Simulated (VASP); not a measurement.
# LiBr (Fm-3m) in VASP: notebook

Runs on LiBr. Level: PBE. Tasks: single point.

Everything below comes from runs of VASP 6.6.1. Logs are shortened: lines on timing, memory, paths and dates and some standing lists are left out, and cuts for length are marked.

### Step 1. The cell of the first run

Symmetry: Fm-3m, No. 225, cubic system. Conventional cell: a = 5.351 Å, b = 5.351 Å, c = 5.351 Å, α = 90.00°, β = 90.00°, γ = 90.00°. Li (site symmetry m-3m) has 6 Br at 2.68 Å within 3.5 Å. Br (site symmetry m-3m) has 6 Li at 2.68 Å within 3.5 Å.

### Step 2. Single point, PBE

File INCAR:

```
SYSTEM = LiBr
PREC = Accurate
ENCUT = 750
EDIFF = 1E-6
ISMEAR = -1
SIGMA = 0.1
LREAL = .FALSE.
LASPH = .TRUE.
NELM = 120
ALGO = Normal
ISIF = 2
LWAVE = .FALSE.
LCHARG = .FALSE.
GGA = PE
NBANDS = 12
GGA_COMPAT = .FALSE.
```

File KPOINTS:

```
regular mesh
0
G
  6 6 6
  0 0 0
```

File POSCAR:

```
LiBr
1.0
    0.0000000000      2.6752514548      2.6752514548
    2.6752514548      0.0000000000      2.6752514548
    2.6752514548      2.6752514548      0.0000000000
Li Br
1 1
Direct
    0.0000000000      0.0000000000      0.0000000000
    0.5000000000      0.5000000000      0.5000000000
```

Potentials or basis: VASP PAW PBE potentials, release 64 (Li_sv, Br).

Started as:

```sh
> cat potpaw_PBE.64/Li_sv/POTCAR potpaw_PBE.64/Br/POTCAR > POTCAR
> mpirun -np 1 vasp_std > vasp.out
```

OUTCAR:

```text
SYSTEM = LiBr
   PREC = Accurate
   ENCUT = 750
   EDIFF = 1E-6
   ISMEAR = -1
   LREAL = .FALSE.
   LASPH = .TRUE.
   NELM = 120
   ISIF = 2
   GGA = PE

 ion  position               nearest neighbor table
   1  0.000  0.000  0.000-   2 2.68   2 2.68   2 2.68   2 2.68   2 2.68   2 2.68
   2  0.500  0.500  0.500-   1 2.68   1 2.68   1 2.68   1 2.68   1 2.68   1 2.68

  LATTYP: Found a face centered cubic cell.
 ALAT       =     5.3505029096

  Lattice vectors:

 A1 = (   0.0000000000,   2.6752514548,   2.6752514548)
 A2 = (   2.6752514548,   0.0000000000,   2.6752514548)
 A3 = (   2.6752514548,   2.6752514548,   0.0000000000)

Analysis of symmetry for initial positions (statically):
=====================================================================
 Subroutine PRICEL returns:
 Original cell was already a primitive cell.

 Routine SETGRP: Setting up the symmetry group for a
 face centered cubic supercell.

 Subroutine GETGRP returns: Found 48 space group operations
 (whereof 48 operations were pure point group operations)
 out of a pool of 48 trial point group operations.

The static configuration has the point symmetry O_h .

Analysis of symmetry for dynamics (positions and initial velocities):
=====================================================================
 Subroutine PRICEL returns:
 Original cell was already a primitive cell.

 Routine SETGRP: Setting up the symmetry group for a
 face centered cubic supercell.

 Subroutine GETGRP returns: Found 48 space group operations
 (whereof 48 operations were pure point group operations)
 out of a pool of 48 trial point group operations.

The dynamic configuration has the point symmetry O_h .

 Subroutine INISYM returns: Found 48 space group operations
 (whereof 48 operations are pure point group operations),
 and found     1 'primitive' translations

----------------------------------------------------------------------------------------

                                     Primitive cell

  volume of cell :      38.2934

  direct lattice vectors                    reciprocal lattice vectors
     0.000000000  2.675251455  2.675251455    -0.186898319  0.186898319  0.186898319
     2.675251455  0.000000000  2.675251455     0.186898319 -0.186898319  0.186898319
     2.675251455  2.675251455  0.000000000     0.186898319  0.186898319 -0.186898319

  length of vectors
     3.783376890  3.783376890  3.783376890     0.323717384  0.323717384  0.323717384

  position of ions in fractional coordinates (direct lattice)
     0.000000000  0.000000000  0.000000000
     0.500000000  0.500000000  0.500000000

  ion indices of the primitive-cell ions
   primitive index   ion index
                 1           1
                 2           2

----------------------------------------------------------------------------------------

 KPOINTS: regular mesh

Automatic generation of k-mesh.
 Grid dimensions read from file:
 generate k-points for:    6    6    6

 Generating k-lattice:

  Cartesian coordinates                     Fractional coordinates (reciprocal lattice)
    -0.031149720  0.031149720  0.031149720     0.166666667  0.000000000  0.000000000
     0.031149720 -0.031149720  0.031149720     0.000000000  0.166666667  0.000000000
     0.031149720  0.031149720 -0.031149720     0.000000000  0.000000000  0.166666667

  Length of vectors
     0.053952897  0.053952897  0.053952897

  Shift w.r.t. Gamma in fractional coordinates (k-lattice)
     0.000000000  0.000000000  0.000000000

 Subroutine IBZKPT returns following result:
 ===========================================

 Found     16 irreducible k-points:

 Following reciprocal coordinates:
            Coordinates               Weight
  0.000000  0.000000  0.000000      1.000000
  0.166667  0.000000  0.000000      8.000000
  0.333333  0.000000  0.000000      8.000000
  0.500000  0.000000  0.000000      4.000000
  0.166667  0.166667  0.000000      6.000000
  0.333333  0.166667  0.000000     24.000000
[... 8 lines left out ...]
 -0.333333  0.333333  0.166667     24.000000
 -0.333333  0.500000  0.166667     12.000000
   k-points           NKPTS =     16   k-points in BZ     NKDIM =     16   number of bands    NBANDS=     12
   number of dos      NEDOS =    301   number of ions     NIONS =      2
   total plane-waves  NPLWV =  46656
   dimension x,y,z NGX =    36 NGY =   36 NGZ =   36
   dimension x,y,z NGXF=    72 NGYF=   72 NGZF=   72
   ions per type =               1   1
   NGX,Y,Z   is equivalent  to a cutoff of  15.82, 15.82, 15.82 a.u.
   NGXF,Y,Z  is equivalent  to a cutoff of  31.64, 31.64, 31.64 a.u.
 SYSTEM =  LiBr
   PREC   = accura    normal or accurate (medium, high low for compatibility)
   ISTART =      0    job   : 0-new  1-cont  2-samecut
   ICHARG =      2    charge: 1-file 2-atom 10-const
   ISPIN  =      1    spin polarized calculation?
   LNONCOLLINEAR =      F non collinear calculations
   LSORBIT =      F    spin-orbit coupling
   LASPH  =      T    aspherical Exc in radial PAW
   ENCUT  =  750.0 eV  55.12 Ry    7.42 a.u.   8.45  8.45  8.45*2*pi/ulx,y,z
   NELM   =    120;   NELMIN=  2; NELMDL= -5     # of ELM steps
   EDIFF  = 0.1E-05   stopping-criterion for ELM
   LREAL  =      F    real-space projection
   EDIFFG = 0.1E-04   stopping-criterion for IOM
   NSW    =      0    number of steps for IOM
   IBRION =     -1    ionic relax: 0-MD 1-quasi-New 2-CG
   NFREE  =      0    steps in history (QN), initial steepest desc. (CG)
   ISIF   =      2    stress and relaxation
   ISYM   =      2    0-nonsym 1-usesym 2-fastsym
   POTIM  = 0.5000    time-step for ionic-motion
   TEBEG  =    0.0;   TEEND  =   0.0 temperature during run
   PSTRESS=    0.0 pullay stress
   NELECT =      10.0000    total number of electrons
   NUPDOWN=      -1.0000    fix difference up-down
   EMIN   =  10.00;   EMAX   =-10.00  energy-range for DOS
   EFERMI =   0.00;   METHOD = LEGACY
   ISMEAR =    -1;   SIGMA  =   0.10  broadening in eV -4-tet -1-fermi 0-gaus
   EFERMI_NEDOS =   21; number of points for ismear=-14 and -15
   IALGO  =     38    algorithm
   IMIX   =      4    mixing-type and parameters
     AMIX     =   0.40;   BMIX     =  1.00
     AMIX_MAG =   1.60;   BMIX_MAG =  1.00
  volume/ion in A,a.u.               =      19.15       129.21
  Fermi-wavevector in a.u.,A,eV,Ry     =   1.046406  1.977421 14.897910  1.094966
  Thomas-Fermi vector in A             =   2.181243
   LORBIT       =      0    0 simple, 1 ext, 2 COOP (PROOUT), +10 PAW based schemes
   GGA     = PE    functional components
   LHFCALC =     F    Hartree Fock is set to
   AEXX    =    0.0000 exact exchange contribution
   IVDW    =     0    specifies the selected vdW correction
   LEPSILON=     F    determine dielectric tensor
   LRPA    =     F    only Hartree local field effects (RPA)
 non-spin polarized calculation
  energy-cutoff  :      750.00
  volume of cell :       38.29
 maximum number of plane-waves:      1820
 NGX is ok and might be reduce to    36
   NGX = 17   NGY = 17   NGZ = 17

 number of electron      10.0000001 magnetization

 Free energy of the ion-electron system (eV)
  ---------------------------------------------------
  ext. energy  EPLUGINS =         0.00000000
  ---------------------------------------------------
  free energy    TOTEN  =        -6.61315176 eV

  energy without entropy =       -6.61315176  energy(sigma->0) =       -6.61315176

 E-fermi :   3.0705     XC(G=0):  -8.7766

 val. band max:        0.9248944932   @ k =   0.0000   0.0000   0.0000
 cond. band min:       6.2552108567   @ k =   0.0000   0.0000   0.0000
 fundamental gap:      5.3303163636
 Fermi energy:         3.0705237426

 k-point     1 :       0.0000    0.0000    0.0000
  band No.  band energies     occupation
      1     -43.3629      2.00000
      2     -12.8109      2.00000
      3       0.9249      2.00000
      4       0.9249      2.00000
      5       0.9249      2.00000
      6       6.2552      0.00000
      7      11.4825      0.00000
      8      11.4825      0.00000
      9      11.4825      0.00000
     10      13.5334      0.00000
     11      13.5334      0.00000
     12      13.5334      0.00000

 k-point     2 :       0.1667    0.0000    0.0000
  band No.  band energies     occupation
      1     -43.3625      2.00000
      2     -12.6785      2.00000
      3      -0.1283      2.00000
      4       0.8419      2.00000
      5       0.8419      2.00000
      6       7.0150      0.00000
      7      10.6464      0.00000
      8      11.0054      0.00000
      9      11.0054      0.00000
     10      12.6551      0.00000
     11      12.6551      0.00000
     12      14.0252      0.00000

 k-point     3 :       0.3333    0.0000    0.0000
  band No.  band energies     occupation
      1     -43.3617      2.00000
      2     -12.3893      2.00000
      3      -1.6733      2.00000
      4       0.6914      2.00000
      5       0.6914      2.00000
      6       6.9052      0.00000
      7       9.5641      0.00000
      8       9.5641      0.00000
      9      12.0359      0.00000
     10      14.5991      0.00000
     11      14.6466      0.00000
     12      14.6466      0.00000

 k-point     4 :       0.5000    0.0000    0.0000
  band No.  band energies     occupation
      1     -43.3613      2.00000
      2     -12.2299      2.00000
      3      -2.3227      2.00000
      4       0.6230      2.00000
      5       0.6230      2.00000
      6       6.5884      0.00000
      7       9.0384      0.00000
      8       9.0384      0.00000
      9      13.5433      0.00000
     10      15.3309      0.00000
     11      17.0781      0.00000
     12      17.0781      0.00000

 k-point     5 :       0.1667    0.1667    0.0000
  band No.  band energies     occupation
      1     -43.3624      2.00000
      2     -12.6321      2.00000
      3      -0.0381      2.00000
      4       0.5475      2.00000
      5       0.5475      2.00000
      6       7.6606      0.00000
      7       9.9584      0.00000
      8      10.1115      0.00000
      9      11.7944      0.00000
     10      11.7944      0.00000
     11      14.8334      0.00000
     12      15.0923      0.00000
[... 108 lines left out ...]
      1     -43.3608      2.00000
      2     -11.9868      2.00000
      3      -2.3579      2.00000
      4      -0.3854      2.00000
      5      -0.3854      2.00000
      6       7.2916      0.00000
      7       7.8880      0.00000
      8      13.2657      0.00000
      9      13.9258      0.00000
     10      13.9258      0.00000
     11      17.0769      0.00000
     12      18.8998      0.00000

 k-point    14 :       0.5000    0.3333    0.1667
  band No.  band energies     occupation
      1     -43.3612      2.00000
      2     -12.1711      2.00000
      3      -1.6704      2.00000
      4      -0.6911      2.00000
      5       0.1622      2.00000
      6       8.6722      0.00000
      7       9.1876      0.00000
      8       9.5816      0.00000
      9      11.8706      0.00000
     10      13.6436      0.00000
     11      17.2626      0.00000
     12      17.5543      0.00000

 k-point    15 :      -0.3333    0.3333    0.1667
  band No.  band energies     occupation
      1     -43.3609      2.00000
      2     -12.0553      2.00000
      3      -1.8187      2.00000
      4      -1.1047      2.00000
      5      -0.0351      2.00000
      6       8.7379      0.00000
      7       8.9864      0.00000
      8      10.8846      0.00000
      9      11.4022      0.00000
     10      14.5055      0.00000
     11      15.4305      0.00000
     12      18.3998      0.00000

 k-point    16 :      -0.3333    0.5000    0.1667
  band No.  band energies     occupation
      1     -43.3608      2.00000
      2     -11.9919      2.00000
      3      -1.9719      2.00000
      4      -1.0184      2.00000
      5      -0.3789      2.00000
      6       8.2506      0.00000
      7       9.2782      0.00000
      8      11.0134      0.00000
      9      11.9275      0.00000
     10      14.5845      0.00000
     11      16.7012      0.00000
     12      18.9078      0.00000

------------------------ aborting loop because EDIFF is reached ----------------------------------------

  FORCE on cell =-STRESS in cart. coord.  units (eV):
  Direction    XX          YY          ZZ          XY          YZ          ZX
  --------------------------------------------------------------------------------------
  -------------------------------------------------------------------------------------
  Total        0.6485507      0.6485507      0.6485507      0.0000000      0.0000000     -0.0000000
  in kB       27.1350527     27.1350527     27.1350527      0.0000000      0.0000000     -0.0000000
  external PRESSURE =      27.1350527 kB  Pullay stress =       0.0000000 kB

 VOLUME and BASIS-vectors are now :
 -----------------------------------------------------------------------------
  energy-cutoff  :      750.00
  volume of cell :       38.29
      direct lattice vectors                 reciprocal lattice vectors
     0.000000000  2.675251455  2.675251455    -0.186898319  0.186898319  0.186898319
     2.675251455  0.000000000  2.675251455     0.186898319 -0.186898319  0.186898319
     2.675251455  2.675251455  0.000000000     0.186898319  0.186898319 -0.186898319

 POSITION                                       TOTAL-FORCE (eV/Angst)
 -----------------------------------------------------------------------------------
      0.00000      0.00000      0.00000        -0.000000     -0.000000      0.000000
      2.67525      2.67525      2.67525         0.000000      0.000000     -0.000000
 -----------------------------------------------------------------------------------
    total drift:                                0.000000      0.000000      0.000000

  FREE ENERGIE OF THE ION-ELECTRON SYSTEM (eV)
  ---------------------------------------------------
  free  energy   TOTEN  =        -6.6131517557 eV

  energy  without entropy=       -6.6131517555  energy(sigma->0) =       -6.61315176
```

Run time: 7 s. Hardware: 1 thread of Intel Xeon 6975P-C (Granite Rapids), shared host; peak memory 0.2 GiB.

Results:

| Item | Value |
| --- | --- |
| Free energy | -6.6132 eV |
| Pressure | 2.7 GPa |
| Band gap on the k mesh | 5.33 eV, direct |

A k mesh can miss the band edges. As with any semilocal functional, this PBE gap is likely too small.

### Step 3. Single point, PBE

This run uses another cell than the first one, of 19.70 Å³/atom, 1.029 times its volume.

File INCAR:

```
PREC = Accurate ; ENCUT = 750
EDIFF = 1E-6 ; ISMEAR = -1
SIGMA = 0.1 ; LREAL = False
LASPH = True ; NELM = 120
ALGO = Normal ; ISIF = 2
LWAVE = False ; LCHARG = False
GGA = PE ; NBANDS = 12
GGA_COMPAT = False
```

File KPOINTS:

```
Automatic mesh
0
Gamma
  6 6 6
```

File POSCAR:

```
LiBr
1.0
    0.0000000000      2.7008535028      2.7008535028
    2.7008535028      0.0000000000      2.7008535028
    2.7008535028      2.7008535028      0.0000000000
Li Br
1 1
Direct
    0.0000000000      0.0000000000      0.0000000000
    0.5000000000      0.5000000000      0.5000000000
```

Potentials or basis: VASP PAW PBE potentials, release 64 (Li_sv, Br).

Started as:

```sh
> cat potpaw_PBE.64/Li_sv/POTCAR potpaw_PBE.64/Br/POTCAR > POTCAR
> mpirun -np 1 vasp_std > vasp.out
```

Run time: 7.4 s. Hardware: 1 thread of Intel Xeon 6975P-C (Granite Rapids), shared host; peak memory 0.19 GiB.

The run converged. Its results:

```
Free energy            : -6.6287 eV
Pressure               : 1.7 GPa
Band gap on the k mesh : 5.19 eV, direct
```

Levels at points of the mesh, in eV from the valence-band top:
```csv
k point,band 2,band 3,band 4,band 5,band 6,band 7,band 8,band 9
"(0.00, 0.00, 0.00)",-13.63,0.00,0.00,0.00,5.19,10.54,10.54,10.54
"(0.50, 0.00, 0.00)",-13.09,-3.12,-0.29,-0.29,5.65,8.11,8.11,12.31
"(0.50, 0.50, 0.00)",-12.86,-3.14,-1.25,-1.25,6.33,7.02,12.09,12.80
```

A k mesh can miss the band edges.

### Step 4. Single point, PBE

This run uses another cell than the first one, of 20.26 Å³/atom, 1.058 times its volume.

File INCAR:

```
SYSTEM = LiBr
PREC = Accurate ; ENCUT = 750
EDIFF = 1E-6 ; ISMEAR = -1
SIGMA = 0.1 ; LREAL = .False.
LASPH = .True. ; NELM = 120
ALGO = Normal ; ISIF = 2
LWAVE = .False. ; LCHARG = .False.
GGA = PE ; NBANDS = 12
GGA_COMPAT = .False.
```

File KPOINTS:

```
Automatic mesh
0
Gamma
  6 6 6
  0 0 0
```

File POSCAR:

```
LiBr
1.0
    0.0000000000      2.7259791643      2.7259791643
    2.7259791643      0.0000000000      2.7259791643
    2.7259791643      2.7259791643      0.0000000000
Li Br
1 1
Direct
    0.0000000000      0.0000000000      0.0000000000
    0.5000000000      0.5000000000      0.5000000000
```

Started as:

```sh
> cat potpaw_PBE.64/Li_sv/POTCAR potpaw_PBE.64/Br/POTCAR > POTCAR
> mpirun -np 1 vasp_std > vasp.out
```

Wall time 6.5 s (1 thread of Intel Xeon 6975P-C (Granite Rapids), shared host); peak memory 0.2 GiB.

The run converged. Its results:

```yaml
Free_energy: -6.6377 eV
Pressure: 0.8 GPa
Band_gap_on_the_k_mesh: 5.06 eV, direct
```

Levels at points of the mesh, in eV from the valence-band top:
| k point | band 1 | band 2 | band 3 | band 4 | band 5 | band 6 | band 7 | band 8 | band 9 | band 10 |
| --- | --- | --- | --- | --- | --- | --- | --- | --- | --- | --- |
| (0.00, 0.00, 0.00) | -44.36 | -13.53 | 0.00 | 0.00 | 0.00 | 5.06 | 10.52 | 10.52 | 10.52 | 12.36 |
| (0.50, 0.00, 0.00) | -44.36 | -13.02 | -2.99 | -0.27 | -0.27 | 5.64 | 8.11 | 8.11 | 12.03 | 14.16 |
| (0.50, 0.50, 0.00) | -44.36 | -12.81 | -3.00 | -1.19 | -1.19 | 6.29 | 7.07 | 11.85 | 12.62 | 12.62 |

### Step 5. Overview

```tsv
cell	gap on the mesh (eV)	pressure (GPa)
a = 3.783 Å, angles 60.0°, 2 atoms	5.33	2.7
a = 3.820 Å, angles 60.0°, 2 atoms	5.19	1.7
a = 3.855 Å, angles 60.0°, 2 atoms	5.06	0.8
```

Alike in all rows: task single point; level PBE; potentials or basis VASP PAW PBE potentials, release 64 (Li_sv, Br); no spin polarisation; k mesh 6 × 6 × 6; cutoff (eV) 750; smearing fermi-dirac 0.1 eV.

Absolute energies hang on the potentials; compare differences alone.
